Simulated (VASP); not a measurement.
# InP (Pm-3m) in VASP: single point with PBE

Aim: the single point of InP with PBE.

All numbers are computed with VASP 6.6.1; they aren't measurements. Logs are shortened: lines on timing, memory, paths and dates and some standing lists are left out, and cuts for length are marked.

## 1. The cell of the first run

It takes space group Pm-3m (No. 221, cubic). Conventional cell: a = 3.683 Å, b = 3.683 Å, c = 3.683 Å, α = 90.00°, β = 90.00°, γ = 90.00°. In (site symmetry m-3m) has 8 P at 3.19 Å and 6 In at 3.68 Å within 4.2 Å. Within 4.2 Å of P (site symmetry m-3m) lie 8 In at 3.19 Å and 6 P at 3.68 Å.

## 2. Single point, PBE (Sb replaced by P, lengths x 0.932, strained)

Input file INCAR:

```
PREC = Accurate
ENCUT = 520
EDIFF = 1E-6
ISMEAR = 0
SIGMA = 0.1
LREAL = F
LASPH = T
NELM = 100
ALGO = Normal
ISIF = 2
LWAVE = F
LCHARG = F
GGA = PE
NBANDS = 16
```

Input file KPOINTS:

```
Automatic mesh
0
Gamma
  12 12 12
```

Input file POSCAR:

```
InP
1.0
    3.6831408582      0.0000000000      0.0000000000
    0.0000000000      3.6831408582      0.0000000000
    0.0000000000      0.0000000000      3.6831408582
In P
1 1
Direct
    0.0000000000      0.0000000000      0.0000000000
    0.5000000000      0.5000000000      0.5000000000
```

Potentials or basis: VASP PAW PBE potentials, release 64 (In_d, P).

Started as:

```
> cat potpaw_PBE.64/In_d/POTCAR potpaw_PBE.64/P/POTCAR > POTCAR
> mpirun -np 1 vasp_std > vasp.out
```

OUTCAR:

```text
PREC = Accurate
   ENCUT = 520
   EDIFF = 1E-6
   ISMEAR = 0
   LREAL = F
   LASPH = T
   NELM = 100
   ISIF = 2
   GGA = PE

 ion  position               nearest neighbor table
   1  0.000  0.000  0.000-   2 3.19   2 3.19   2 3.19   2 3.19   2 3.19   2 3.19   2 3.19   2 3.19

   2  0.500  0.500  0.500-   1 3.19   1 3.19   1 3.19   1 3.19   1 3.19   1 3.19   1 3.19   1 3.19

  LATTYP: Found a simple cubic cell.
 ALAT       =     3.6831408582

  Lattice vectors:

 A1 = (   3.6831408582,   0.0000000000,   0.0000000000)
 A2 = (   0.0000000000,   3.6831408582,   0.0000000000)
 A3 = (   0.0000000000,   0.0000000000,   3.6831408582)

Analysis of symmetry for initial positions (statically):
=====================================================================
 Subroutine PRICEL returns:
 Original cell was already a primitive cell.

 Routine SETGRP: Setting up the symmetry group for a
 simple cubic supercell.

 Subroutine GETGRP returns: Found 48 space group operations
 (whereof 48 operations were pure point group operations)
 out of a pool of 48 trial point group operations.

The static configuration has the point symmetry O_h .

Analysis of symmetry for dynamics (positions and initial velocities):
=====================================================================
 Subroutine PRICEL returns:
 Original cell was already a primitive cell.

 Routine SETGRP: Setting up the symmetry group for a
 simple cubic supercell.

 Subroutine GETGRP returns: Found 48 space group operations
 (whereof 48 operations were pure point group operations)
 out of a pool of 48 trial point group operations.

The dynamic configuration has the point symmetry O_h .

 Subroutine INISYM returns: Found 48 space group operations
 (whereof 48 operations are pure point group operations),
 and found     1 'primitive' translations

----------------------------------------------------------------------------------------

                                     Primitive cell

  volume of cell :      49.9637

  direct lattice vectors                    reciprocal lattice vectors
     3.683140858  0.000000000  0.000000000     0.271507400  0.000000000  0.000000000
     0.000000000  3.683140858  0.000000000     0.000000000  0.271507400  0.000000000
     0.000000000  0.000000000  3.683140858     0.000000000  0.000000000  0.271507400

  length of vectors
     3.683140858  3.683140858  3.683140858     0.271507400  0.271507400  0.271507400

  position of ions in fractional coordinates (direct lattice)
     0.000000000  0.000000000  0.000000000
     0.500000000  0.500000000  0.500000000

  ion indices of the primitive-cell ions
   primitive index   ion index
                 1           1
                 2           2

----------------------------------------------------------------------------------------

 KPOINTS: Automatic mesh

Automatic generation of k-mesh.
 Grid dimensions read from file:
 generate k-points for:   12   12   12

 Generating k-lattice:

  Cartesian coordinates                     Fractional coordinates (reciprocal lattice)
     0.022625617  0.000000000  0.000000000     0.083333333  0.000000000  0.000000000
     0.000000000  0.022625617  0.000000000     0.000000000  0.083333333  0.000000000
     0.000000000  0.000000000  0.022625617     0.000000000  0.000000000  0.083333333

  Length of vectors
     0.022625617  0.022625617  0.022625617

  Shift w.r.t. Gamma in fractional coordinates (k-lattice)
     0.000000000  0.000000000  0.000000000

 Subroutine IBZKPT returns following result:
 ===========================================

 Found     84 irreducible k-points:

 Following reciprocal coordinates:
            Coordinates               Weight
  0.000000  0.000000  0.000000      1.000000
  0.083333  0.000000  0.000000      6.000000
  0.166667  0.000000  0.000000      6.000000
  0.250000  0.000000  0.000000      6.000000
  0.333333  0.000000  0.000000      6.000000
  0.416667  0.000000  0.000000      6.000000
[... 16 lines left out ...]
  0.333333  0.333333  0.000000     12.000000
  0.416667  0.333333  0.000000     24.000000
 [... further k-points ...]
   k-points           NKPTS =     84   k-points in BZ     NKDIM =     84   number of bands    NBANDS=     16
   number of dos      NEDOS =    301   number of ions     NIONS =      2
   total plane-waves  NPLWV =  21952
   dimension x,y,z NGX =    28 NGY =   28 NGZ =   28
   dimension x,y,z NGXF=    56 NGYF=   56 NGZF=   56
   ions per type =               1   1
   NGX,Y,Z   is equivalent  to a cutoff of  12.64, 12.64, 12.64 a.u.
   NGXF,Y,Z  is equivalent  to a cutoff of  25.28, 25.28, 25.28 a.u.
 SYSTEM =  unknown system
   PREC   = accura    normal or accurate (medium, high low for compatibility)
   ISTART =      0    job   : 0-new  1-cont  2-samecut
   ICHARG =      2    charge: 1-file 2-atom 10-const
   ISPIN  =      1    spin polarized calculation?
   LNONCOLLINEAR =      F non collinear calculations
   LSORBIT =      F    spin-orbit coupling
   LASPH  =      T    aspherical Exc in radial PAW
   ENCUT  =  520.0 eV  38.22 Ry    6.18 a.u.   6.85  6.85  6.85*2*pi/ulx,y,z
   NELM   =    100;   NELMIN=  2; NELMDL= -5     # of ELM steps
   EDIFF  = 0.1E-05   stopping-criterion for ELM
   LREAL  =      F    real-space projection
   EDIFFG = 0.1E-04   stopping-criterion for IOM
   NSW    =      0    number of steps for IOM
   IBRION =     -1    ionic relax: 0-MD 1-quasi-New 2-CG
   NFREE  =      0    steps in history (QN), initial steepest desc. (CG)
   ISIF   =      2    stress and relaxation
   ISYM   =      2    0-nonsym 1-usesym 2-fastsym
   POTIM  = 0.5000    time-step for ionic-motion
   TEBEG  =    0.0;   TEEND  =   0.0 temperature during run
   PSTRESS=    0.0 pullay stress
   NELECT =      18.0000    total number of electrons
   NUPDOWN=      -1.0000    fix difference up-down
   EMIN   =  10.00;   EMAX   =-10.00  energy-range for DOS
   EFERMI =   0.00;   METHOD = LEGACY
   ISMEAR =     0;   SIGMA  =   0.10  broadening in eV -4-tet -1-fermi 0-gaus
   EFERMI_NEDOS =   21; number of points for ismear=-14 and -15
   IALGO  =     38    algorithm
   IMIX   =      4    mixing-type and parameters
     AMIX     =   0.40;   BMIX     =  1.00
     AMIX_MAG =   1.60;   BMIX_MAG =  1.00
  volume/ion in A,a.u.               =      24.98       168.59
  Fermi-wavevector in a.u.,A,eV,Ry     =   1.164879  2.201301 18.462319  1.356942
  Thomas-Fermi vector in A             =   2.301411
   LORBIT       =      0    0 simple, 1 ext, 2 COOP (PROOUT), +10 PAW based schemes
   GGA     = PE    functional components
   LHFCALC =     F    Hartree Fock is set to
   AEXX    =    0.0000 exact exchange contribution
   IVDW    =     0    specifies the selected vdW correction
   LEPSILON=     F    determine dielectric tensor
   LRPA    =     F    only Hartree local field effects (RPA)
 non-spin polarized calculation
 Gauss-broadening in eV      SIGMA  =   0.10
  energy-cutoff  :      520.00
  volume of cell :       49.96
 maximum number of plane-waves:      1376
 NGX is ok and might be reduce to    28
   NGX = 13   NGY = 13   NGZ = 13

 number of electron      18.0000016 magnetization

 Free energy of the ion-electron system (eV)
  ---------------------------------------------------
  ext. energy  EPLUGINS =         0.00000000
  ---------------------------------------------------
  free energy    TOTEN  =        -6.93298620 eV

  energy without entropy =       -6.92418217  energy(sigma->0) =       -6.92858419

 E-fermi :   5.4859     XC(G=0):  -9.8047

 val. band max:        5.4671897754   @ k =   0.3333   0.3333   0.1667
 cond. band min:       5.4911124681   @ k =   0.5000   0.4167   0.1667
 fundamental gap:      0.0239226927
 Fermi energy:         5.4858599276

 k-point     1 :       0.0000    0.0000    0.0000
  band No.  band energies     occupation
      1      -8.7382      2.00000
      2      -8.7382      2.00000
      3      -8.5879      2.00000
      4      -8.5879      2.00000
      5      -8.5879      2.00000
      6      -5.5662      2.00000
[... 8 lines left out ...]
     15      13.7407      0.00000
     16      17.6620      0.00000

 k-point     2 :       0.0833    0.0000    0.0000
  band No.  band energies     occupation
      1      -8.7375      2.00000
      2      -8.7299      2.00000
      3      -8.5913      2.00000
      4      -8.5913      2.00000
      5      -8.5875      2.00000
      6      -5.5073      2.00000
[... 8 lines left out ...]
     15      13.4986      0.00000
     16      17.6954      0.00000

 k-point     3 :       0.1667    0.0000    0.0000
  band No.  band energies     occupation
      1      -8.7357      2.00000
      2      -8.7074      2.00000
      3      -8.6005      2.00000
      4      -8.6005      2.00000
      5      -8.5866      2.00000
      6      -5.3347      2.00000
[... 8 lines left out ...]
     15      13.3625      0.00000
     16      17.7339      0.00000

 k-point     4 :       0.2500    0.0000    0.0000
  band No.  band energies     occupation
      1      -8.7332      2.00000
      2      -8.6768      2.00000
      3      -8.6131      2.00000
      4      -8.6131      2.00000
      5      -8.5853      2.00000
      6      -5.0640      2.00000
[... 8 lines left out ...]
     15      14.3424      0.00000
     16      16.5924      0.00000
[... 324 lines left out ...]
 k-point    22 :       0.5000    0.2500    0.0000
  band No.  band energies     occupation
      1      -8.6976      2.00000
      2      -8.6904      2.00000
      3      -8.6330      2.00000
      4      -8.6053      2.00000
      5      -8.5818      2.00000
      6      -3.8426      2.00000
[... 8 lines left out ...]
     15      15.6745      0.00000
     16      17.3021      0.00000

 k-point    23 :       0.3333    0.3333    0.0000
  band No.  band energies     occupation
      1      -8.7022      2.00000
      2      -8.6847      2.00000
      3      -8.6199      2.00000
      4      -8.6177      2.00000
      5      -8.5862      2.00000
      6      -3.9486      2.00000
[... 8 lines left out ...]
     15      14.8986      0.00000
     16      16.5338      0.00000

 k-point    24 :       0.4167    0.3333    0.0000
  band No.  band energies     occupation
      1      -8.7195      2.00000
      2      -8.6797      2.00000
      3      -8.6273      2.00000
      4      -8.6171      2.00000
      5      -8.5658      2.00000
      6      -3.6850      2.00000
[... 8 lines left out ...]
     15      14.8680      0.00000
     16      16.4980      0.00000

 [... further k-points ...]

------------------------ aborting loop because EDIFF is reached ----------------------------------------

  FORCE on cell =-STRESS in cart. coord.  units (eV):
  Direction    XX          YY          ZZ          XY          YZ          ZX
  --------------------------------------------------------------------------------------
  -------------------------------------------------------------------------------------
  Total       -2.4374804     -2.4374804     -2.4374804     -0.0000000      0.0000000      0.0000000
  in kB      -78.1621908    -78.1621908    -78.1621908     -0.0000000      0.0000000      0.0000000
  external PRESSURE =     -78.1621908 kB  Pullay stress =       0.0000000 kB

 VOLUME and BASIS-vectors are now :
 -----------------------------------------------------------------------------
  energy-cutoff  :      520.00
  volume of cell :       49.96
      direct lattice vectors                 reciprocal lattice vectors
     3.683140858  0.000000000  0.000000000     0.271507400  0.000000000  0.000000000
     0.000000000  3.683140858  0.000000000     0.000000000  0.271507400  0.000000000
     0.000000000  0.000000000  3.683140858     0.000000000  0.000000000  0.271507400

 POSITION                                       TOTAL-FORCE (eV/Angst)
 -----------------------------------------------------------------------------------
      0.00000      0.00000      0.00000         0.000000      0.000000      0.000000
      1.84157      1.84157      1.84157         0.000000      0.000000      0.000000
 -----------------------------------------------------------------------------------
    total drift:                               -0.000000      0.000000     -0.000000

  FREE ENERGIE OF THE ION-ELECTRON SYSTEM (eV)
  ---------------------------------------------------
  free  energy   TOTEN  =        -6.9329862033 eV

  energy  without entropy=       -6.9241821724  energy(sigma->0) =       -6.92858419
```

Wall time 43 s (1 thread of AMD EPYC 7R43 (Zen 3), shared host); peak memory 0.16 GiB.

What came out:

- Free energy: -6.9330 eV
- Pressure: -7.8 GPa
- Band gap on the k mesh: zero (bands 9 and 10 overlap by 2.31 eV)

Levels at points of the mesh, in eV from the Fermi level:
| k point | band 5 | band 6 | band 7 | band 8 | band 9 | band 10 | band 11 | band 12 | band 13 | band 14 |
| --- | --- | --- | --- | --- | --- | --- | --- | --- | --- | --- |
| (0.00, 0.00, 0.00) | -14.07 | -11.05 | -2.48 | -0.56 | -0.56 | -0.56 | 5.03 | 5.03 | 8.25 | 8.25 |
| (0.50, 0.00, 0.00) | -14.07 | -9.78 | -6.30 | 0.61 | 0.61 | 2.07 | 2.48 | 4.86 | 4.86 | 6.35 |
| (0.50, 0.50, 0.00) | -14.02 | -8.75 | -3.69 | -3.69 | -3.41 | 0.95 | 5.80 | 5.80 | 7.24 | 7.33 |
| (0.50, 0.50, 0.50) | -14.01 | -8.31 | -1.76 | -1.76 | -1.76 | -1.27 | 0.46 | 0.46 | 0.46 | 14.85 |

Caveat: the cell differs from its parent crystal (Sb replaced by P, lengths x 0.932, strained); the cell stands under tension; spin-orbit coupling is left out, which moves the levels of the heavy elements.
